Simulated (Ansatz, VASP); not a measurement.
**One calculation of TiTe2, two programs**

Contents of INCAR:

```
SYSTEM = TiTe2
PREC     = Accurate       ! precision mode
ENCUT    = 520            ! plane-wave cutoff, eV
EDIFF    = 1E-6           ! SCF threshold, eV
ISMEAR   = 0              ! smearing method
SIGMA    = 0.15           ! smearing width, eV
LREAL    = .False.        ! projectors in reciprocal space
LASPH    = .True.         ! aspherical terms in the spheres
NELM     = 60             ! most SCF steps
ALGO     = Normal         ! electronic algorithm
ISIF     = 2              ! what is computed and relaxed
LWAVE    = .False.        ! write WAVECAR
LCHARG   = .False.        ! write CHGCAR
GGA      = PE             ! functional
NBANDS   = 19             ! bands
```

Contents of KPOINTS:

```
regular mesh
0
Gamma
  12 12 8
  0 0 0
```

The input POSCAR:

```
TiTe2
1.0
    3.7770008876      0.0000000000      0.2124562999
   -1.8885004438      3.2709787188     -0.1062281500
    0.3655125000      0.0000000000      6.4980000000
Ti Te
1 2
Direct
    0.0000000000      0.0000000000      0.0000000000
    0.6666666667      0.3333333333      0.2628000000
    0.3333333333      0.6666666667      0.7372000000
```

Input for Ansatz:

```yaml
crystal:
  lattice:
    - [3.7770008876, 0.0, 0.2124562999]
    - [-1.8885004438, 3.2709787188, -0.10622815]
    - [0.3655125, 0.0, 6.498]
  atoms:
    - { symbol: Ti, position: [0.0, 0.0, 0.0] }
    - { symbol: Te, position: [0.6666666667, 0.3333333333, 0.2628] }
    - { symbol: Te, position: [0.3333333333, 0.6666666667, 0.7372] }
basis:
  ecutwfc: 420
kpoints:
  mp_grid: { grid: [12, 12, 8] }
hamiltonian:
  xc: pbe
scf:
  occupations: { method: gaussian, width: 0.15 }
output:
  forces: true
  stress: true
  eigenvalues: true
```

Change from the starting cell: strain +0.1125 x Voigt [0, 0, 0, 0, 1, 0], atoms carried along.

Alike in both runs: task single point; functional PBE; k mesh 12 × 12 × 8; occupations gaussian, width 0.15 eV; no spin polarisation.

```csv
,VASP,Ansatz
version,VASP 6.6.1,Ansatz 0.2.0
potentials or method,"VASP PAW PBE potentials, release 64 (Ti_sv, Te), cutoff 520 eV","scalar-relativistic, plane waves, PAW"
valence electrons in the cell,24,44
```

|  | VASP | Ansatz | Ansatz less VASP |
| --- | --- | --- | --- |
| gap on the k mesh at the Fermi level (eV) | none | none | - |
| pressure (GPa) | 2.1 | 2.1 | +0.03 |
| traceless stress, the component that is largest in VASP (GPa) | -6.51 | -6.51 | -0.007 |
| rms of the force components (eV/Å) | 0.388 | 0.386 | -0.0015 |

Atom by atom the forces differ by 0.004 eV/Å (rms over components). A gap of «none» marks a metal or a gap that the smearing closes. VASP's potentials hold 24 valence electrons a cell and Ansatz's 44, so a difference there can come from the potentials and not from the codes.

Neither program's run includes spin-orbit coupling.
